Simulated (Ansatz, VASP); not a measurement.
# Cs: VASP beside Ansatz

The input INCAR:

```
PREC = Accurate
ENCUT = 520
EDIFF = 1E-6
ISMEAR = -1
SIGMA = 0.1
LREAL = False
LASPH = True
NELM = 100
ALGO = Normal
ISIF = 2
LWAVE = False
LCHARG = True
GGA = B5
ALDAX = 1.0
AGGAX = 1.0
AGGAC = 1.0
ALDAC = 0.0
LELF = True
LVHAR = True
NBANDS = 16
```

File KPOINTS:

```
Automatic mesh
0
Gamma
  8 8 4
```

POSCAR

```
Cs
1.0
    5.6078206822      0.0000000000      0.0000000000
   -2.8039103411      4.8565151706      0.0000000000
    0.0000000000      0.0000000000      9.1702498816
Cs
2
Direct
    0.3333333333      0.6666666667      0.2500000000
    0.6666666667      0.3333333333      0.7500000000
```

Input for Ansatz:

```yaml
crystal:
  lattice:
    - [5.6078206822, 0.0, 0.0]
    - [-2.8039103411, 4.8565151706, 0.0]
    - [0.0, 0.0, 9.1702498816]
  atoms:
    - { symbol: Cs, position: [0.3333333333, 0.6666666667, 0.25] }
    - { symbol: Cs, position: [0.6666666667, 0.3333333333, 0.75] }
hamiltonian:
  xc: blyp
  pseudopotentials:
    kind: paw
    azcp:
      Cs: "pseudopotentials/Cs.paw.azcp"
basis:
  ecutwfc: 420
  fft_grid_basis: typed
kpoints:
  mp_grid: { grid: [8, 8, 4], shift: [0, 0, 0] }
magnetization:
  spin_polarized: false
scf:
  occupations: { method: fermi_dirac, width: 0.1 }
  lower_state_search: "off"
output:
  stress: true
```

Alike in both runs: task single point; functional BLYP; k mesh 8 × 8 × 4; occupations fermi-dirac, width 0.1 eV; no spin polarisation.

|  | VASP | Ansatz |
| --- | --- | --- |
| version | VASP 6.6.1 | Ansatz 0.2.0 |
| potentials or method | VASP PAW PBE potentials, release 64 (Cs_sv), cutoff 520 eV | plane waves (420 eV) with PAW, scalar-relativistic |
| valence electrons in the cell | 18 | 18 |

|  | VASP | Ansatz | Ansatz less VASP |
| --- | --- | --- | --- |
| pressure (GPa) | 0.0 | 0.0 | 0.00 |

VASP's potentials were made for PBE, not for BLYP. The functional is the same, so the differences come from potentials, cutoffs and numerics.

Spin-orbit coupling is off throughout.
